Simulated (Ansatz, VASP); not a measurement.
Two plane-wave programs on Te

INCAR

```
SYSTEM = Te
ALGO = Normal ; EDIFF = 1E-6
EDIFFG = -0.005 ; ENCUT = 600
GGA = PE ; IBRION = 2
ISIF = 3 ; ISMEAR = -1
LASPH = .True. ; LCHARG = .False.
LREAL = .False. ; LWAVE = .False.
NELM = 60 ; NSW = 60
PREC = Accurate ; SIGMA = 0.08
```

KPOINTS

```
k-points
0
Gamma
  16 16 16
  0 0 0
```

Contents of POSCAR:

```
Te
1.0
   -1.9354383203      1.9354383203      1.9354383203
    1.9354383203     -1.9354383203      1.9354383203
    1.9354383203      1.9354383203     -1.9354383203
Te
1
Direct
    0.0000000000      0.0000000000      0.0000000000
```

Input for Ansatz:

```yaml
crystal:
  lattice:
    - [-1.9354383203, 1.9354383203, 1.9354383203]
    - [1.9354383203, -1.9354383203, 1.9354383203]
    - [1.9354383203, 1.9354383203, -1.9354383203]
  atoms:
    - { symbol: Te, position: [0.0, 0.0, 0.0] }
kpoints:
  mp_grid: { grid: [16, 16, 16] }
scf:
  occupations: { method: fermi_dirac, width: 0.08 }
hamiltonian:
  xc: pbe
  pseudopotentials: { kind: paw }
output:
  forces: true
  stress: true
relax:
  f_tol: 0.005
  max_steps: 40
  cell: {}
```

Alike in both runs: task relaxation of cell and atoms; functional PBE; k mesh 16 × 16 × 16; occupations fermi-dirac, width 0.08 eV; no spin polarisation.

```csv
,VASP,Ansatz
version,VASP 6.6.1,Ansatz 0.2.0
potentials or method,"VASP PAW PBE potentials, release 64 (Te)","PAW with Ansatz's default frozen-core files, scalar-relativistic"
plane-wave cutoff (eV),600,420
valence electrons in the cell,6,16
```

VASP gave:

```
relaxed volume (Å³/atom)                                        : 28.47
relaxed length of the cell vector where the two differ most in proportion (Å) : 3.332
```

Q: Which values does Ansatz return?

A: Relaxed volume (Å³/atom): 28.52; relaxed length of the cell vector where the two differ most in proportion (Å): 3.334.

VASP's potentials hold 6 valence electrons a cell and Ansatz's 16, so a difference there can come from the potentials and not from the codes.

Spin-orbit coupling is off throughout.
